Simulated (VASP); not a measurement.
RbZnOs:

```
Rb Zn Os
1.0
     3.92965    0.00000    0.00000
     0.00000    3.92965    0.00000
     0.00000    0.00000    5.47810
Rb Zn Os
1 1 1
Direct
  0.50000 0.50000 0.00000
  0.00000 0.00000 0.00000
  0.50000 0.50000 0.50000
```

- Program: VASP 6.6.1
- Task: relaxation of cell and atoms
- Functional: PBE
- Potentials or basis: VASP PAW PBE potentials, release 64 (Rb_sv, Zn, Os)
- Cutoff: 600 eV
- k mesh: 4 × 4 × 4
- Occupations: gaussian, width 0.1 eV
- Spin: no spin polarisation

At the start: pressure 4.5 GPa; volume 28.20 Å³/atom.

**Question.** Where does the relaxation end?

**Answer.** Over 5 steps the energy falls by 136.5 meV/atom and the volume is 41.44 Å³/atom (+47.0 %); space group P4/mmm (No. 123, to 0.05 Å).

Step by step:
```tsv
step	energy change (eV)	largest force (eV/Å)	pressure (GPa)	volume (Å³)
1	0.0000	0.0000	4.46	84.59
2	-0.2270	0.0000	2.50	94.56
3	-0.3859	0.0000	0.64	111.76
4	-0.4060	0.0000	0.22	119.45
5	-0.4096	0.0000	0.02	124.33
```

Final structure:
```cif
data_structure
_symmetry_space_group_name_H-M 'P 1'
_symmetry_Int_Tables_number 1
_cell_length_a 4.5746
_cell_length_b 4.5746
_cell_length_c 5.9411
_cell_angle_alpha 90.000
_cell_angle_beta 90.000
_cell_angle_gamma 90.000
_cell_volume 124.33
loop_
_atom_site_label
_atom_site_type_symbol
_atom_site_fract_x
_atom_site_fract_y
_atom_site_fract_z
_atom_site_occupancy
Rb1 Rb 0.50000 0.50000 0.00000 1
Zn1 Zn 0.00000 0.00000 0.00000 1
Os1 Os 0.50000 0.50000 0.50000 1
```

Caveat: the k points lie up to 0.34 Å⁻¹ apart in the final cell; the volume moved by over 15 % at a fixed basis, so the end points are rough.
